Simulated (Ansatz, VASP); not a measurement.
One calculation of Hf3Cd, two programs

```
Hf Cd
1.0
     0.00000    3.50565    3.50565
     3.50565    0.00000    3.50565
     3.50565    3.50565    0.00000
Hf Cd
3 1
Direct
  0.25000 0.25000 0.25000
  0.75000 0.75000 0.75000
  0.50000 0.50000 0.50000
  0.00000 0.00000 0.00000
```

Change from the starting cell: species swapped into the Rb3Cd type (Fm-3m, No. 225).

Alike in both runs: functional PBE; k mesh 12 × 12 × 12; occupations gaussian, width 0.1 eV; no spin polarisation.

Ansatz relaxed the structure, and its values are those at the end. VASP's run is a single point on that final structure, the one shown.

|  | VASP | Ansatz |
| --- | --- | --- |
| version | VASP 6.6.1 | Ansatz 0.2.0 |
| potentials or method | VASP PAW PBE potentials, release 64 (Hf_pv, Cd), cutoff 520 eV | scalar-relativistic, plane waves, PAW |
| valence electrons in the cell | 42 | 98 |

|  | VASP | Ansatz | Ansatz less VASP |
| --- | --- | --- | --- |
| gap on the k mesh at the Fermi level (eV) | none | none | - |
| pressure (GPa) | -0.2 | 0.0 | +0.20 |

A gap of «none» marks a metal or a gap that the smearing closes. VASP's potentials hold 42 valence electrons a cell and Ansatz's 98, so a difference there can come from the potentials and not from the codes.

Neither program's run includes spin-orbit coupling.
